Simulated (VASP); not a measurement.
CdSe:

```xyz
2
Lattice="0.0000 2.8429 2.8429 2.8429 0.0000 2.8429 2.8429 2.8429 0.0000" Properties=species:S:1:pos:R:3 pbc="T T T"
Cd    0.0000    0.0000    0.0000
Se    2.8429    2.8429    2.8429
```

Program: VASP 6.6.1. Alike in all runs: task single point; potentials or basis VASP PAW PBE potentials, release 64 (Cd, Se); no spin polarisation; cell as given; cutoff (eV) 520; smearing fermi-dirac 0.02 eV.

**Question.** Order these runs on this cell by their pressure, lowest first.
A. level PBE-based global hybrid with 75 % exact exchange; k mesh 4 × 4 × 4; grid for exact exchange (PRECFOCK) Normal; share of exact exchange 0.75
B. level PBE; k mesh 6 × 6 × 6
C. level PBE-based screened hybrid with 50 % exact exchange; k mesh 4 × 4 × 4; grid for exact exchange (PRECFOCK) Normal; share of exact exchange 0.5; screening parameter 0.1 1/Å
D. level PBE0; k mesh 4 × 4 × 4; grid for exact exchange (PRECFOCK) Normal; share of exact exchange 0.25

**Answer.** A (-2.9 GPa), C (-1.4 GPa), D (0.5 GPa), B (2.2 GPa).

Caveats: some runs use coarse meshes; the structure was generated, so it needn't be the stable form of CdSe; the PAW data sets were made with another functional, which shifts forces and pressure a little (at least some runs).
